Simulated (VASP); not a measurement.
# SnO (C2) in VASP: single point with PBEsol+D3(BJ)

Aim: the single point of SnO with PBEsol+D3(BJ).

Program: VASP 6.6.1. These are calculated values, not measurements. Logs are shortened: lines on timing, memory, paths and dates and some standing lists are left out, and cuts for length are marked.

## Step 1: The cell of the first run

Symmetry: C2, No. 5, monoclinic system. Conventional cell: a = 5.332 Å, b = 5.332 Å, c = 4.563 Å, α = 90.00°, β = 90.00°, γ = 90.00°. Within 2.9 Å of Sn (site symmetry 1) lie 4 O at 2.18 to 2.24 Å. O (site symmetry 2) has 4 Sn at 2.18 to 2.24 Å and 4 O at 2.62 to 2.72 Å within 2.9 Å. Within 2.9 Å of O (site symmetry 2) lie 4 Sn at 2.21 Å and 4 O at 2.62 to 2.72 Å.

## Step 2: Single point, PBEsol+D3(BJ) (atom 3 (O) moved +0.050 Å along Cartesian [1 1 0])

File INCAR:

```
SYSTEM = SnO
ALGO = Normal ; EDIFF = 1E-6
ENCUT = 600 ; GGA = PS
GGA_COMPAT = .FALSE. ; ISIF = 2
ISMEAR = 0 ; IVDW = 12
LASPH = .TRUE. ; LCHARG = .TRUE.
LELF = .TRUE. ; LREAL = .FALSE.
LVHAR = .TRUE. ; LWAVE = .FALSE.
NBANDS = 28 ; NELM = 120
PREC = Accurate ; SIGMA = 0.15
```

File KPOINTS:

```
k-points
0
G
  12 12 10
  0 0 0
```

File POSCAR:

```
SnO
1.0
    3.7703910616      0.0000000000      0.0000000000
    0.0000000000      3.7703910616      0.0000000000
    0.0000000000      0.0000000000      4.5633702865
Sn O
2 2
Direct
    0.0000000000      0.5000000000      0.2532585894
    0.5000000000      0.0000000000      0.7467414106
    0.0093771013      0.0093771013      0.0000000000
    0.5000000000      0.5000000000      0.0000000000
```

Potentials or basis: VASP PAW PBE potentials, release 64 (Sn_d, O).

On the command line:

```
cat potpaw_PBE.64/Sn_d/POTCAR potpaw_PBE.64/O/POTCAR > POTCAR
mpirun -np 1 vasp_std > vasp.out
```

OUTCAR:

```text
SYSTEM = SnO
   EDIFF = 1E-6
   ENCUT = 600
   GGA = PS
   ISIF = 2
   ISMEAR = 0
   IVDW = 12
   LASPH = .TRUE.
   LREAL = .FALSE.
   NELM = 120
   PREC = Accurate
 IVDW          = 12

 ion  position               nearest neighbor table
   1  0.000  0.500  0.253-   3 2.18   4 2.21   4 2.21   3 2.24   2 3.49   2 3.49   2 3.49   2 3.49
                             2 3.53   2 3.53   2 3.53   2 3.53
   2  0.500  0.000  0.747-   3 2.18   4 2.21   4 2.21   3 2.24   1 3.49   1 3.49   1 3.49   1 3.49
                             1 3.53   1 3.53   1 3.53   1 3.53
   3  0.009  0.009  0.000-   1 2.18   2 2.18   1 2.24   2 2.24
   4  0.500  0.500  0.000-   1 2.21   2 2.21   2 2.21   1 2.21

  LATTYP: Found a simple tetragonal cell.
 ALAT       =     3.7703910616
 C/A-ratio  =     1.2103175007

  Lattice vectors:

 A1 = (   3.7703910616,   0.0000000000,   0.0000000000)
 A2 = (   0.0000000000,   3.7703910616,   0.0000000000)
 A3 = (   0.0000000000,   0.0000000000,   4.5633702865)

Analysis of symmetry for initial positions (statically):
=====================================================================
 Subroutine PRICEL returns:
 Original cell was already a primitive cell.

 Routine SETGRP: Setting up the symmetry group for a
 simple tetragonal supercell.

 Subroutine GETGRP returns: Found  2 space group operations
 (whereof  2 operations were pure point group operations)
 out of a pool of 16 trial point group operations.

The static configuration has the point symmetry C_2 .

Analysis of symmetry for dynamics (positions and initial velocities):
=====================================================================
 Subroutine PRICEL returns:
 Original cell was already a primitive cell.

 Routine SETGRP: Setting up the symmetry group for a
 simple tetragonal supercell.

 Subroutine GETGRP returns: Found  2 space group operations
 (whereof  2 operations were pure point group operations)
 out of a pool of 16 trial point group operations.

The dynamic configuration has the point symmetry C_2 .

 Subroutine INISYM returns: Found  2 space group operations
 (whereof  2 operations are pure point group operations),
 and found     1 'primitive' translations

----------------------------------------------------------------------------------------

                                     Primitive cell

  volume of cell :      64.8722

[... 84 lines left out ...]
   ISTART =      0    job   : 0-new  1-cont  2-samecut
   ICHARG =      2    charge: 1-file 2-atom 10-const
   ISPIN  =      1    spin polarized calculation?
   LNONCOLLINEAR =      F non collinear calculations
   LSORBIT =      F    spin-orbit coupling
   LASPH  =      T    aspherical Exc in radial PAW
   ENCUT  =  600.0 eV  44.10 Ry    6.64 a.u.   7.53  7.53  9.11*2*pi/ulx,y,z
   NELM   =    120;   NELMIN=  2; NELMDL= -5     # of ELM steps
   EDIFF  = 0.1E-05   stopping-criterion for ELM
   LREAL  =      F    real-space projection
[... 7 lines left out ...]
   TEBEG  =    0.0;   TEEND  =   0.0 temperature during run
   PSTRESS=    0.0 pullay stress
   NELECT =      40.0000    total number of electrons
   NUPDOWN=      -1.0000    fix difference up-down
   EMIN   =  10.00;   EMAX   =-10.00  energy-range for DOS
   EFERMI =   0.00;   METHOD = LEGACY
   ISMEAR =     0;   SIGMA  =   0.15  broadening in eV -4-tet -1-fermi 0-gaus
   EFERMI_NEDOS =   21; number of points for ismear=-14 and -15
   IALGO  =     38    algorithm
   IMIX   =      4    mixing-type and parameters
     AMIX     =   0.40;   BMIX     =  1.00
     AMIX_MAG =   1.60;   BMIX_MAG =  1.00
  volume/ion in A,a.u.               =      16.22       109.44
  Fermi-wavevector in a.u.,A,eV,Ry     =   1.393398  2.633141 26.416518  1.941559
  Thomas-Fermi vector in A             =   2.517048
   LORBIT       =      0    0 simple, 1 ext, 2 COOP (PROOUT), +10 PAW based schemes
   GGA     = PS    functional components
   LHFCALC =     F    Hartree Fock is set to
   AEXX    =    0.0000 exact exchange contribution
   IVDW    =    12    specifies the selected vdW correction
   LEPSILON=     F    determine dielectric tensor
   LRPA    =     F    only Hartree local field effects (RPA)
 non-spin polarized calculation
 Gauss-broadening in eV      SIGMA  =   0.15
  energy-cutoff  :      600.00
  volume of cell :       64.87
 maximum number of plane-waves:      2198
   NGX = 15   NGY = 15   NGZ = 19

 number of electron      40.0000017 magnetization

 Free energy of the ion-electron system (eV)
  ---------------------------------------------------
  ext. energy  EPLUGINS =         0.00000000
  ---------------------------------------------------
  free energy    TOTEN  =       -24.18054907 eV

  energy without entropy =      -24.17591797  energy(sigma->0) =      -24.17823352

 E-fermi :   7.9709     XC(G=0): -10.9335

 val. band max:        7.9581546948   @ k =   0.5000   0.4167   0.0000
 cond. band min:       7.9745000366   @ k =   0.0833   0.0000   0.1000
 fundamental gap:      0.0163453417
 Fermi energy:         7.9708864461

 k-point     1 :       0.0000    0.0000    0.0000
  band No.  band energies     occupation
      1     -14.0983      2.00000
      2     -13.6334      2.00000
      3     -13.6294      2.00000
      4     -13.6024      2.00000
      5     -13.5712      2.00000
      6     -13.5668      2.00000
[... 733 lines left out ...]
     27      16.0745      0.00000
     28      16.5815      0.00000

 [... further k-points ...]

------------------------ aborting loop because EDIFF is reached ----------------------------------------

 Edisp (eV)   -0.93355

 E8    (eV) :    -0.6178

  FORCE on cell =-STRESS in cart. coord.  units (eV):
  Direction    XX          YY          ZZ          XY          YZ          ZX
  --------------------------------------------------------------------------------------
  -------------------------------------------------------------------------------------
  Total       0.11405     0.11405     0.10536     0.01620     0.14784    -0.14784
  in kB       2.81666     2.81666     2.60203     0.40008     3.65139    -3.65137
  external pressure =        2.75 kB  Pullay stress =        0.00 kB

 VOLUME and BASIS-vectors are now :
 -----------------------------------------------------------------------------
  energy-cutoff  :      600.00
  volume of cell :       64.87
      direct lattice vectors                 reciprocal lattice vectors
     3.770391062  0.000000000  0.000000000     0.265224478  0.000000000  0.000000000
     0.000000000  3.770391062  0.000000000     0.000000000  0.265224478  0.000000000
     0.000000000  0.000000000  4.563370286     0.000000000  0.000000000  0.219136282

 POSITION                                       TOTAL-FORCE (eV/Angst)
 -----------------------------------------------------------------------------------
      0.00000      1.88520      1.15571         0.029746      0.118461      0.099395
      1.88520      0.00000      3.40766         0.118461      0.029746     -0.099395
      0.03536      0.03536      0.00000        -0.312274     -0.312274      0.000000
      1.88520      1.88520      0.00000         0.164068      0.164068      0.000000
 -----------------------------------------------------------------------------------
    total drift:                                0.000060      0.000059      0.000001

  FREE ENERGIE OF THE ION-ELECTRON SYSTEM (eV)
  ---------------------------------------------------
  free  energy   TOTEN  =       -25.1141011115 eV

  energy  without entropy=      -25.1094700069  energy(sigma->0) =      -25.11178556
```

stdout:

```text
POSCAR found type information on POSCAR SnO
 POSCAR found :  2 types and       4 ions
 scaLAPACK will be used
 -----------------------------------------------------------------------------
|                                                                             |
|                                                                             |
|     You enforced a specific xc type in the INCAR file but a different       |
|     I HOPE YOU KNOW WHAT YOU ARE DOING!                                     |
|                                                                             |
 -----------------------------------------------------------------------------

 LDA part: xc-table for (Slater+PW92), standard interpolation
 POSCAR, INCAR and KPOINTS ok, starting setup
 FFT: planning ... GRIDC
 FFT: planning ... GRID_SOFT
 FFT: planning ... GRID
 WAVECAR not read
 entering main loop
```

Run time: 5.8 min. Hardware: 1 thread of Intel Xeon 6975P-C (Granite Rapids), shared host; peak memory 0.75 GiB.

Results:

| Property | Result |
| --- | --- |
| Free energy | -25.1141 eV |
| Pressure | 0.3 GPa |
| Largest force | 0.442 eV/Å |
| Band gap on the k mesh | zero (bands 20 and 21 overlap by 0.48 eV) |
| Dispersion energy per atom | -0.233 eV |

Forces in eV/Å, atoms in the order of the input:
```
Sn   0.030  0.118  0.099
Sn   0.118  0.030 -0.099
O   -0.312 -0.312  0.000
O    0.164  0.164  0.000
```

Stress tensor (GPa, compression positive):
```
 0.28  0.04 -0.37
 0.04  0.28  0.37
-0.37  0.37  0.26
```

Caveat: the cell differs from its parent crystal (atom 3 (O) moved +0.050 Å along Cartesian [1 1 0]); semilocal functionals underestimate gaps, so a narrow gap can read as zero; the PAW data sets were made with another functional, which shifts forces and pressure a little; spin-orbit coupling is left out, which moves the levels of the heavy elements.
